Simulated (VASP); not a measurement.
# Sn3Te (Pm-3m) in VASP: further runs

The runs below take Sn3Te through single point, with PBE.

Program: VASP 6.6.1. These are calculated values, not measurements. Logs are shortened: lines on timing, memory, paths and dates and some standing lists are left out, and cuts for length are marked.

### 1 The cell of the first run

Symmetry: Pm-3m, No. 221, cubic system. Conventional cell: a = 4.783 Å, b = 4.783 Å, c = 4.783 Å, α = 90.00°, β = 90.00°, γ = 90.00°. Within 4.4 Å of Sn (site symmetry 4/mmm) lie 8 Sn at 3.38 Å and 4 Te at 3.38 Å. Te (site symmetry m-3m) has 12 Sn at 3.38 Å within 4.4 Å.

### 2 Single point, PBE

INCAR reads:

```
  ALGO = Normal
  EDIFF = 1E-6
  ENCUT = 520
  GGA = PE
  ISIF = 2
  ISMEAR = -1
  LASPH = T
  LCHARG = F
  LREAL = F
  LWAVE = F
  NBANDS = 32
  NELM = 100
  PREC = Accurate
  SIGMA = 0.1
```

KPOINTS reads:

```
k-points
0
Gamma
  5 5 5
```

POSCAR reads:

```
Sn3Te
1.0
    4.7831378958      0.0000000000      0.0000000000
    0.0000000000      4.7831378958      0.0000000000
    0.0000000000      0.0000000000      4.7831378958
Sn Te
3 1
Direct
    0.5000000000      0.5000000000      0.0000000000
    0.5000000000      0.0000000000      0.5000000000
    0.0000000000      0.5000000000      0.5000000000
    0.0000000000      0.0000000000      0.0000000000
```

Potentials or basis: VASP PAW PBE potentials, release 64 (Sn_d, Te).

Run with:

```console
cat potpaw_PBE.64/Sn_d/POTCAR potpaw_PBE.64/Te/POTCAR > POTCAR
mpirun -np 1 vasp_std > vasp.out
```

OUTCAR:

```text
EDIFF = 1E-6
   ENCUT = 520
   GGA = PE
   ISIF = 2
   ISMEAR = -1
   LASPH = T
   LREAL = F
   NELM = 100
   PREC = Accurate

 ion  position               nearest neighbor table
   1  0.500  0.500  0.000-   2 3.38   3 3.38   4 3.38   2 3.38   3 3.38   2 3.38   4 3.38   2 3.38
                             3 3.38   4 3.38   3 3.38   4 3.38
   2  0.500  0.000  0.500-   1 3.38   3 3.38   4 3.38   1 3.38   4 3.38   1 3.38   3 3.38   1 3.38
                             3 3.38   4 3.38   4 3.38   3 3.38
   3  0.000  0.500  0.500-   1 3.38   2 3.38   4 3.38   1 3.38   4 3.38   2 3.38   4 3.38   4 3.38
                             1 3.38   2 3.38   1 3.38   2 3.38
   4  0.000  0.000  0.000-   1 3.38   2 3.38   3 3.38   2 3.38   3 3.38   1 3.38   3 3.38   3 3.38
                             1 3.38   2 3.38   2 3.38   1 3.38

  LATTYP: Found a simple cubic cell.
 ALAT       =     4.7831378958

  Lattice vectors:

 A1 = (   4.7831378958,   0.0000000000,   0.0000000000)
 A2 = (   0.0000000000,   4.7831378958,   0.0000000000)
 A3 = (   0.0000000000,   0.0000000000,   4.7831378958)

Analysis of symmetry for initial positions (statically):
=====================================================================
 Subroutine PRICEL returns:
 Original cell was already a primitive cell.

 Routine SETGRP: Setting up the symmetry group for a
 simple cubic supercell.

 Subroutine GETGRP returns: Found 48 space group operations
 (whereof 48 operations were pure point group operations)
 out of a pool of 48 trial point group operations.

The static configuration has the point symmetry O_h .

Analysis of symmetry for dynamics (positions and initial velocities):
=====================================================================
 Subroutine PRICEL returns:
 Original cell was already a primitive cell.

 Routine SETGRP: Setting up the symmetry group for a
 simple cubic supercell.

 Subroutine GETGRP returns: Found 48 space group operations
 (whereof 48 operations were pure point group operations)
 out of a pool of 48 trial point group operations.

The dynamic configuration has the point symmetry O_h .

 Subroutine INISYM returns: Found 48 space group operations
 (whereof 48 operations are pure point group operations),
 and found     1 'primitive' translations

----------------------------------------------------------------------------------------

                                     Primitive cell

  volume of cell :     109.4306

  direct lattice vectors                    reciprocal lattice vectors
     4.783137896  0.000000000  0.000000000     0.209067776  0.000000000  0.000000000
     0.000000000  4.783137896  0.000000000     0.000000000  0.209067776  0.000000000
     0.000000000  0.000000000  4.783137896     0.000000000  0.000000000  0.209067776

  length of vectors
     4.783137896  4.783137896  4.783137896     0.209067776  0.209067776  0.209067776

  position of ions in fractional coordinates (direct lattice)
     0.500000000  0.500000000  0.000000000
     0.500000000  0.000000000  0.500000000
     0.000000000  0.500000000  0.500000000
     0.000000000  0.000000000  0.000000000

  ion indices of the primitive-cell ions
   primitive index   ion index
                 1           1
                 2           2
                 3           3
                 4           4

----------------------------------------------------------------------------------------

 KPOINTS: k-points

Automatic generation of k-mesh.
 Grid dimensions read from file:
 generate k-points for:    5    5    5

 Generating k-lattice:

  Cartesian coordinates                     Fractional coordinates (reciprocal lattice)
     0.041813555  0.000000000  0.000000000     0.200000000  0.000000000  0.000000000
     0.000000000  0.041813555  0.000000000     0.000000000  0.200000000  0.000000000
     0.000000000  0.000000000  0.041813555     0.000000000  0.000000000  0.200000000

  Length of vectors
     0.041813555  0.041813555  0.041813555

  Shift w.r.t. Gamma in fractional coordinates (k-lattice)
     0.000000000  0.000000000  0.000000000

 Subroutine IBZKPT returns following result:
 ===========================================

 Found     10 irreducible k-points:

 Following reciprocal coordinates:
            Coordinates               Weight
  0.000000  0.000000  0.000000      1.000000
  0.200000  0.000000  0.000000      6.000000
  0.400000  0.000000  0.000000      6.000000
  0.200000  0.200000  0.000000     12.000000
  0.400000  0.200000  0.000000     24.000000
  0.400000  0.400000  0.000000     12.000000
  0.200000  0.200000  0.200000      8.000000
  0.400000  0.200000  0.200000     24.000000
  0.400000  0.400000  0.200000     24.000000
  0.400000  0.400000  0.400000      8.000000
   k-points           NKPTS =     10   k-points in BZ     NKDIM =     10   number of bands    NBANDS=     32
   number of dos      NEDOS =    301   number of ions     NIONS =      4
   total plane-waves  NPLWV =  46656
   dimension x,y,z NGX =    36 NGY =   36 NGZ =   36
   dimension x,y,z NGXF=    72 NGYF=   72 NGZF=   72
   ions per type =               3   1
   NGX,Y,Z   is equivalent  to a cutoff of  12.51, 12.51, 12.51 a.u.
   NGXF,Y,Z  is equivalent  to a cutoff of  25.02, 25.02, 25.02 a.u.
 SYSTEM =  unknown system
   PREC   = accura    normal or accurate (medium, high low for compatibility)
   ISTART =      0    job   : 0-new  1-cont  2-samecut
   ICHARG =      2    charge: 1-file 2-atom 10-const
   ISPIN  =      1    spin polarized calculation?
   LNONCOLLINEAR =      F non collinear calculations
   LSORBIT =      F    spin-orbit coupling
   LASPH  =      T    aspherical Exc in radial PAW
   ENCUT  =  520.0 eV  38.22 Ry    6.18 a.u.   8.89  8.89  8.89*2*pi/ulx,y,z
   NELM   =    100;   NELMIN=  2; NELMDL= -5     # of ELM steps
   EDIFF  = 0.1E-05   stopping-criterion for ELM
   LREAL  =      F    real-space projection
   EDIFFG = 0.1E-04   stopping-criterion for IOM
   NSW    =      0    number of steps for IOM
   IBRION =     -1    ionic relax: 0-MD 1-quasi-New 2-CG
   NFREE  =      0    steps in history (QN), initial steepest desc. (CG)
   ISIF   =      2    stress and relaxation
   ISYM   =      2    0-nonsym 1-usesym 2-fastsym
   POTIM  = 0.5000    time-step for ionic-motion
   TEBEG  =    0.0;   TEEND  =   0.0 temperature during run
   PSTRESS=    0.0 pullay stress
   NELECT =      48.0000    total number of electrons
   NUPDOWN=      -1.0000    fix difference up-down
   EMIN   =  10.00;   EMAX   =-10.00  energy-range for DOS
   EFERMI =   0.00;   METHOD = LEGACY
   ISMEAR =    -1;   SIGMA  =   0.10  broadening in eV -4-tet -1-fermi 0-gaus
   EFERMI_NEDOS =   21; number of points for ismear=-14 and -15
   IALGO  =     38    algorithm
   IMIX   =      4    mixing-type and parameters
     AMIX     =   0.40;   BMIX     =  1.00
     AMIX_MAG =   1.60;   BMIX_MAG =  1.00
  volume/ion in A,a.u.               =      27.36       184.62
  Fermi-wavevector in a.u.,A,eV,Ry     =   1.243872  2.350577 21.051171  1.547217
  Thomas-Fermi vector in A             =   2.378164
   LORBIT       =      0    0 simple, 1 ext, 2 COOP (PROOUT), +10 PAW based schemes
   GGA     = PE    functional components
   LHFCALC =     F    Hartree Fock is set to
   AEXX    =    0.0000 exact exchange contribution
   IVDW    =     0    specifies the selected vdW correction
   LEPSILON=     F    determine dielectric tensor
   LRPA    =     F    only Hartree local field effects (RPA)
 non-spin polarized calculation
  energy-cutoff  :      520.00
  volume of cell :      109.43
 maximum number of plane-waves:      2968
 NGX is ok and might be reduce to    36
   NGX = 17   NGY = 17   NGZ = 17

 number of electron      48.0000044 magnetization

 Free energy of the ion-electron system (eV)
  ---------------------------------------------------
  ext. energy  EPLUGINS =         0.00000000
  ---------------------------------------------------
  free energy    TOTEN  =       -14.24182004 eV

  energy without entropy =      -14.10575390  energy(sigma->0) =      -14.17378697

 E-fermi :   8.2700     XC(G=0): -10.3021

 val. band max:        8.2597285996   @ k =   0.2000   0.2000   0.2000
 cond. band min:       8.5197589061   @ k =   0.4000   0.2000   0.0000
 fundamental gap:      0.2600303064
 Fermi energy:         8.2700415250

 k-point     1 :       0.0000    0.0000    0.0000
  band No.  band energies     occupation
      1     -13.4373      2.00000
      2     -13.4373      2.00000
      3     -13.4373      2.00000
      4     -13.4081      2.00000
      5     -13.4081      2.00000
      6     -13.3946      2.00000
[... 24 lines left out ...]
     31      13.1582      0.00000
     32      13.4690      0.00000

 k-point     2 :       0.2000    0.0000    0.0000
  band No.  band energies     occupation
      1     -13.4336      2.00000
      2     -13.4191      2.00000
      3     -13.4191      2.00000
      4     -13.4069      2.00000
      5     -13.3974      2.00000
      6     -13.3822      2.00000
[... 24 lines left out ...]
     31      13.7862      0.00000
     32      13.8906      0.00000

 k-point     3 :       0.4000    0.0000    0.0000
  band No.  band energies     occupation
      1     -13.4267      2.00000
      2     -13.4051      2.00000
      3     -13.3799      2.00000
      4     -13.3799      2.00000
      5     -13.3732      2.00000
      6     -13.3588      2.00000
[... 24 lines left out ...]
     31      12.3818      0.00000
     32      14.2270      0.00000

 k-point     4 :       0.2000    0.2000    0.0000
  band No.  band energies     occupation
      1     -13.4207      2.00000
      2     -13.4159      2.00000
      3     -13.4101      2.00000
      4     -13.4012      2.00000
      5     -13.3849      2.00000
      6     -13.3700      2.00000
[... 164 lines left out ...]
     31      13.1262      0.00000
     32      14.8604      0.00000

 k-point     9 :       0.4000    0.4000    0.2000
  band No.  band energies     occupation
      1     -13.4054      2.00000
      2     -13.4022      2.00000
      3     -13.4007      2.00000
      4     -13.3756      2.00000
      5     -13.3743      2.00000
      6     -13.3511      2.00000
[... 24 lines left out ...]
     31      13.9243      0.00000
     32      15.2684      0.00000

 k-point    10 :       0.4000    0.4000    0.4000
  band No.  band energies     occupation
      1     -13.4195      2.00000
      2     -13.4051      2.00000
      3     -13.4051      2.00000
      4     -13.3922      2.00000
      5     -13.3778      2.00000
      6     -13.3635      2.00000
[... 24 lines left out ...]
     31      13.7608      0.00000
     32      16.1416      0.00000

------------------------ aborting loop because EDIFF is reached ----------------------------------------

  FORCE on cell =-STRESS in cart. coord.  units (eV):
  Direction    XX          YY          ZZ          XY          YZ          ZX
  --------------------------------------------------------------------------------------
  -------------------------------------------------------------------------------------
  Total        2.1339030      2.1339030      2.1339030     -0.0000000     -0.0000000     -0.0000000
  in kB       31.2425559     31.2425559     31.2425559     -0.0000000     -0.0000000     -0.0000000
  external PRESSURE =      31.2425559 kB  Pullay stress =       0.0000000 kB

 VOLUME and BASIS-vectors are now :
 -----------------------------------------------------------------------------
  energy-cutoff  :      520.00
  volume of cell :      109.43
      direct lattice vectors                 reciprocal lattice vectors
     4.783137896  0.000000000  0.000000000     0.209067776  0.000000000  0.000000000
     0.000000000  4.783137896  0.000000000     0.000000000  0.209067776  0.000000000
     0.000000000  0.000000000  4.783137896     0.000000000  0.000000000  0.209067776

 POSITION                                       TOTAL-FORCE (eV/Angst)
 -----------------------------------------------------------------------------------
      2.39157      2.39157      0.00000         0.000000      0.000000      0.000000
      2.39157      0.00000      2.39157         0.000000      0.000000      0.000000
      0.00000      2.39157      2.39157         0.000000      0.000000      0.000000
      0.00000      0.00000      0.00000         0.000000      0.000000      0.000000
 -----------------------------------------------------------------------------------
    total drift:                                0.000000      0.000000      0.000000

  FREE ENERGIE OF THE ION-ELECTRON SYSTEM (eV)
  ---------------------------------------------------
  free  energy   TOTEN  =       -14.2418200379 eV

  energy  without entropy=      -14.1057539035  energy(sigma->0) =      -14.17378697
```

Run time: 47 s. Hardware: 1 thread of AMD EPYC 7R13, shared host; peak memory 0.18 GiB.

What came out:

| Quantity | Value |
| --- | --- |
| Free energy | -14.2418 eV |
| Pressure | 3.1 GPa |
| Band gap on the k mesh | zero (band 24 reaches 10.21 eV, above the bottom of band 25 at 7.96 eV) |

Caveat: spin-orbit coupling is left out, which moves the levels of the heavy elements.

### 3 Single point, PBE

This run uses another cell than the first one, of 28.08 Å³/atom, 1.026 times its volume.

INCAR reads:

```
SYSTEM = Sn3Te
ALGO = Normal
EDIFF = 1E-6
ENCUT = 520
GGA = PE
ISIF = 2
ISMEAR = -1
LASPH = .TRUE.
LCHARG = .FALSE.
LREAL = .FALSE.
LWAVE = .FALSE.
NBANDS = 32
NELM = 80
PREC = Accurate
SIGMA = 0.1
```

KPOINTS reads:

```
k-points
0
G
  5 5 5
  0 0 0
```

POSCAR reads:

```
Sn3Te
1.0
    4.8247324870      0.0000000000      0.0000000000
    0.0000000000      4.8247324870      0.0000000000
    0.0000000000      0.0000000000      4.8247324870
Sn Te
3 1
Direct
    0.5000000000      0.5000000000      0.0000000000
    0.5000000000      0.0000000000      0.5000000000
    0.0000000000      0.5000000000      0.5000000000
    0.0000000000      0.0000000000      0.0000000000
```

Potentials or basis: VASP PAW PBE potentials, release 64 (Sn_d, Te).

Run with:

```console
cat potpaw_PBE.64/Sn_d/POTCAR potpaw_PBE.64/Te/POTCAR > POTCAR
mpirun -np 1 vasp_std > vasp.out
```

It took 50 s on 1 thread of AMD EPYC 7R13, shared host; peak memory 0.18 GiB.

Results (log left out):

```yaml
Free_energy: -14.2867 eV
Pressure: 1.7 GPa
Band_gap_on_the_k_mesh: zero (band 24 reaches 9.81 eV, above the bottom of band 25 at 7.70 eV)
```

Levels at points of the mesh, in eV from the Fermi level:
```
           k point  band 20  band 21  band 22  band 23  band 24  band 25  band 26  band 27  band 28  band 29
(0.00, 0.00, 0.00)    -4.32    -4.32    -4.32     0.42     0.42     0.42     1.93     1.93     1.93     4.57
```

Caveat: spin-orbit coupling is left out, which moves the levels of the heavy elements.

### 4 Single point, PBE

This run uses another cell than the first one, of 28.80 Å³/atom, 1.053 times its volume.

INCAR reads:

```
PREC     = Accurate       # precision mode
ENCUT    = 520            # plane-wave cutoff, eV
EDIFF    = 1E-6           # SCF threshold, eV
ISMEAR   = -1             # smearing method
SIGMA    = 0.1            # smearing width, eV
LREAL    = False          # projectors in reciprocal space
LASPH    = True           # aspherical terms in the spheres
NELM     = 100            # most SCF steps
ALGO     = Normal         # electronic algorithm
ISIF     = 2              # what is computed and relaxed
LWAVE    = False          # write WAVECAR
LCHARG   = False          # write CHGCAR
GGA      = PE             # functional
NBANDS   = 32             # bands
```

KPOINTS reads:

```
regular mesh
0
Gamma
  5 5 5
```

POSCAR reads:

```
Sn3Te
1.0
    4.8656220000      0.0000000000      0.0000000000
    0.0000000000      4.8656220000      0.0000000000
    0.0000000000      0.0000000000      4.8656220000
Sn Te
3 1
Direct
    0.5000000000      0.5000000000      0.0000000000
    0.5000000000      0.0000000000      0.5000000000
    0.0000000000      0.5000000000      0.5000000000
    0.0000000000      0.0000000000      0.0000000000
```

Run with:

```console
cat potpaw_PBE.64/Sn_d/POTCAR potpaw_PBE.64/Te/POTCAR > POTCAR
mpirun -np 1 vasp_std > vasp.out
```

Run time: 64 s. Hardware: 1 thread of AMD EPYC 7R13, shared host; peak memory 0.18 GiB.

Results (log left out):

| Quantity | Value |
| --- | --- |
| Free energy | -14.3084 eV |
| Pressure | 0.6 GPa |
| Band gap on the k mesh | zero (band 24 reaches 9.44 eV, above the bottom of band 25 at 7.44 eV) |

Levels at points of the mesh, in eV from the Fermi level:
| k point | band 20 | band 21 | band 22 | band 23 | band 24 | band 25 | band 26 | band 27 | band 28 | band 29 |
| --- | --- | --- | --- | --- | --- | --- | --- | --- | --- | --- |
| (0.00, 0.00, 0.00) | -4.20 | -4.20 | -4.20 | 0.40 | 0.40 | 0.40 | 1.90 | 1.90 | 1.90 | 4.53 |

Caveat: spin-orbit coupling is left out, which moves the levels of the heavy elements.

### 5 Summary

```tsv
cell	gap on the mesh (eV)	pressure (GPa)
a = 4.783 Å, 4 atoms	none	3.1
a = 4.825 Å, 4 atoms	none	1.7
a = 4.866 Å, 4 atoms	none	0.6
```

Alike in all rows: task single point; level PBE; potentials or basis VASP PAW PBE potentials, release 64 (Sn_d, Te); no spin polarisation; k mesh 5 × 5 × 5; cutoff (eV) 520; smearing fermi-dirac 0.1 eV.

Caveats: spin-orbit coupling is left out, which moves the levels of the heavy elements.

Absolute energies hang on the potentials; compare differences alone.
